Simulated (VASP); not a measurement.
Here is a VASP 6.6.1 calculation.

The input INCAR:

```
PREC = Accurate
ENCUT = 520
EDIFF = 1E-6
ISMEAR = 0
SIGMA = 0.02
LREAL = False
LASPH = True
NELM = 150
ALGO = Normal
ISIF = 2
LWAVE = False
LCHARG = False
MAGMOM = 0 0 0 0 0 0 0 0 0 0 0 0 0 0 0
LORBIT = 11
LSORBIT = True
GGA_COMPAT = False
LORBMOM = True
LMAXMIX = 4
GGA = PE
NBANDS = 53
```

File KPOINTS:

```
Automatic mesh
0
Gamma
  8 8 8
```

POSCAR

```
KTaO3
1.0
    4.0231154096      0.0000000000      0.0000000000
    0.0000000000      4.0231154096      0.0000000000
    0.0000000000      0.0000000000      4.0231154096
K Ta O
1 1 3
Direct
    0.5000000000      0.5000000000      0.5000000000
    0.0000000000      0.0000000000      0.0000000000
    0.5000000000      0.0000000000      0.0000000000
    0.0000000000      0.5000000000      0.0000000000
    0.0000000000      0.0000000000      0.5000000000
```

Potentials or basis: VASP PAW PBE potentials, release 64 (K_sv, Ta_pv, O).

Launch:

```sh
$ cat potpaw_PBE.64/K_sv/POTCAR potpaw_PBE.64/Ta_pv/POTCAR potpaw_PBE.64/O/POTCAR > POTCAR
$ mpirun -np 1 vasp_ncl > vasp.out
```

Question: What does it give for the pressure?

Answer: 1.0 GPa.

Question: Estimate the net moment.

Answer: 0.00 μB per cell.

Moments on the atoms (μB; x, y, z):
```
K   0.00 0.00 0.00
Ta  0.00 0.00 0.00
O   0.00 0.00 0.00
O   0.00 0.00 0.00
O   0.00 0.00 0.00
```
